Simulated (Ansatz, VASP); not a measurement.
# One calculation of BeTe, two programs

File POSCAR:

```
BeTe
1.0
    0.0000000000      2.7708796795      2.7708796795
    2.7708796795      0.0000000000      2.7708796795
    2.7708796795      2.7708796795      0.0000000000
Be Te
1 1
Direct
    0.0000000000      0.0000000000      0.0000000000
    0.2500000000      0.2500000000      0.2500000000
```

Contents of INCAR.step1:

```
  ALGO = Normal
  EDIFF = 1E-4
  ENCUT = 520
  GGA = PE
  ISMEAR = 0
  LASPH = T
  LCHARG = F
  LREAL = F
  LWAVE = T
  NBANDS = 11
  NELM = 80
  PREC = Accurate
  SIGMA = 0.01
```

The input INCAR.step2:

```
  ALGO = Normal
  EDIFF = 1E-7
  ENCUT = 520
  ISIF = 2
  ISMEAR = 0
  ISTART = 1
  LASPH = T
  LCHARG = F
  LMIXTAU = T
  LREAL = F
  LWAVE = F
  METAGGA = R2SCAN
  NBANDS = 11
  NELM = 80
  PREC = Accurate
  SIGMA = 0.01
```

The input KPOINTS:

```
k-points
0
Gamma
  6 6 6
```

Input for Ansatz:

```yaml
crystal:
  lattice:
    - [0.0, 2.7708796795, 2.7708796795]
    - [2.7708796795, 0.0, 2.7708796795]
    - [2.7708796795, 2.7708796795, 0.0]
  atoms:
    - { symbol: Be, position: [0.0, 0.0, 0.0] }
    - { symbol: Te, position: [0.25, 0.25, 0.25] }
kpoints:
  mp_grid: { grid: [6, 6, 6] }
hamiltonian:
  xc: r2scan
scf:
  occupations: { method: fixed }
  n_extra_bands: 4
output:
  forces: true
  stress: true
  eigenvalues: true
```

Alike in both runs: task single point; functional r2SCAN; k mesh 6 × 6 × 6; no spin polarisation.

|  | VASP | Ansatz |
| --- | --- | --- |
| version | VASP 6.6.1 | Ansatz 0.2.0 |
| potentials or method | VASP PAW PBE potentials, release 64 (Be, Te) | plane waves, PAW |
| plane-wave cutoff (eV) | 520 | 500 |
| occupations | gaussian, width 0.01 eV | fixed |
| valence electrons in the cell | 8 | 18 |

|  | VASP | Ansatz | Ansatz less VASP |
| --- | --- | --- | --- |
| gap on the k mesh at the Fermi level (eV) | 2.21 | 2.22 | +0.010 |
| pressure (GPa) | 4.4 | 4.2 | -0.24 |

VASP's potentials were made for PBE, not for r2SCAN. VASP's potentials hold 8 valence electrons a cell and Ansatz's 18, so a difference there can come from the potentials and not from the codes.

Neither program's run includes spin-orbit coupling.
